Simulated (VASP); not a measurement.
Wanted: the native input for a VASP 6.6.1 run.

* Task: relaxation of cell and atoms
* Functional: PBEsol
* Potentials or basis: VASP PAW PBE potentials, release 64 (Hf_pv, B)
* Cutoff: 600 eV
* k mesh: 12 × 12 × 9
* Occupations: fermi-dirac, width 0.05 eV
* Spin: no spin polarisation
* Target pressure: 30 GPa
* Dipole correction: no
* Further INCAR settings: ALGO = Normal; EDIFF = 1e-07; IBRION = 2; EDIFFG = -0.02; NSW = 80; ISIF = 3

The structure of HfB2 lies in POSCAR:

```
HfB2
1.0
    3.1400000000      0.0000000000      0.0000000000
   -1.5700000000      2.7193197679      0.0000000000
    0.0000000000      0.0000000000      3.4800000000
Hf B
1 2
Direct
    0.0000000000      0.0000000000      0.0000000000
    0.3333330000      0.6666670000      0.5000000000
    0.6666670000      0.3333330000      0.5000000000
```

These files were run (other wordings do the same):

INCAR

```
PREC = Accurate
ENCUT = 600
EDIFF = 1E-7
ISMEAR = -1
SIGMA = 0.05
LREAL = False
LASPH = True
NELM = 80
ALGO = Normal
ISIF = 3
LWAVE = False
LCHARG = False
GGA = PS
IBRION = 2
NSW = 80
EDIFFG = -0.02
PSTRESS = 300.0
```

KPOINTS

```
regular mesh
0
Gamma
  12 12 9
```

Potentials or basis: VASP PAW PBE potentials, release 64 (Hf_pv, B).

Launch:

```console
$ cat potpaw_PBE.64/Hf_pv/POTCAR potpaw_PBE.64/B/POTCAR > POTCAR
$ mpirun -np 1 vasp_std > vasp.out
```

Results of the run:

The relaxed volume is 8.86 Å³/atom. The relaxed cell is a = 3.034 Å, b = 3.034 Å, c = 3.332 Å, α = 90.00°, β = 90.00°, γ = 120.00° and the space group after relaxing (to 0.05 Å) is P6/mmm (No. 191). The energy change on relaxing (the enthalpy is what falls) is +73.1 meV/atom and the ionic steps are 9. The pressure after relaxing is 30.0 GPa. The band gap on the k mesh is zero (band 8 reaches 9.22 eV, above the bottom of band 9 at 7.87 eV).

Caveat: the cell is relaxed towards a set pressure, so the enthalpy falls and the energy may rise; the PAW data sets were made with another functional, which shifts forces and pressure a little; spin-orbit coupling is left out, which moves the levels of the heavy elements.

Wall time 93 s on 1 thread of Intel(R) Xeon(R) 6975P-C (Granite Rapids), on a shared host, peak memory 0.2 GiB.
